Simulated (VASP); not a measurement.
Runs of VASP 6.6.1 on SiC. The structure is that of space group P6_3mc (No. 186), or close to it. The cells are those of the table. 

```tsv
level	cell	k mesh	gap on the mesh (eV)	pressure (GPa)	largest force (eV/Å)
PBE	a = 3.078, b = 3.078, c = 10.077 Å, angles 90.0, 90.0, 120.0°, 8 atoms	12 × 12 × 4	(c)	3.5	0.01
r2SCAN	a = 3.046, b = 3.046, c = 9.975 Å, angles 90.0, 90.0, 120.0°, 8 atoms	9 × 9 × 2	2.75	7.1	0.01
PBE	a = 3.094, b = 3.094, c = 10.129 Å, angles 90.0, 90.0, 120.0°, 8 atoms	9 × 9 × 2	2.33	(b)	-
PBE	a = 3.155, b = 3.155, c = 10.328 Å, angles 90.0, 90.0, 120.0°, 8 atoms	9 × 9 × 2	2.30	-11.1	0.02
r2SCAN	a = 3.108, b = 3.108, c = 10.176 Å, angles 90.0, 90.0, 120.0°, 8 atoms	9 × 9 × 2	2.71	(a)	0.01
```

Alike in all rows: task single point; potentials or basis VASP PAW PBE potentials, release 64 (Si, C); no spin polarisation; cutoff (eV) 520; smearing gaussian 0.01 eV.

Fill in the values left out.

(a) -6.5; (b) 0.0; (c) 2.23.

Caveats: the cell stands under pressure (at least some runs); the PAW data sets were made with another functional, which shifts forces and pressure a little (at least some runs); the cell stands under tension (at least some runs).

A k mesh can miss the band edges.
